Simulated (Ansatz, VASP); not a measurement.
One calculation of ZnS, two programs

```
CELL_PARAMETERS angstrom
2.65065 -3.82034 0.00000
2.65065 3.82034 0.00000
0.00000 0.00000 3.82826
ATOMIC_POSITIONS crystal
Zn 0.00000 0.50000 0.50000
Zn 0.50000 0.00000 0.50000
S 0.30270 0.30270 0.00000
S 0.69730 0.69730 0.00000
```

Alike in both runs: task relaxation of cell and atoms; functional PBE; k mesh 10 × 10 × 12; occupations gaussian, width 0.1 eV; no spin polarisation.

```csv
,VASP,Ansatz
version,VASP 6.6.1,Ansatz 0.2.0
potentials or method,"VASP PAW PBE potentials, release 64 (Zn, S), cutoff 600 eV","scalar-relativistic, plane waves, PAW"
valence electrons in the cell,36,36
```

```csv
,VASP,Ansatz,Ansatz less VASP
"gap on the k mesh at the Fermi level, each at its own relaxed structure (eV)",none,none,-
relaxed volume (Å³/atom),19.41,19.33,-0.080
relaxed length of the cell vector where the two differ most in proportion (Å),3.821,3.811,-0.0098
```

A gap of «none» marks a metal or a gap that the smearing closes.
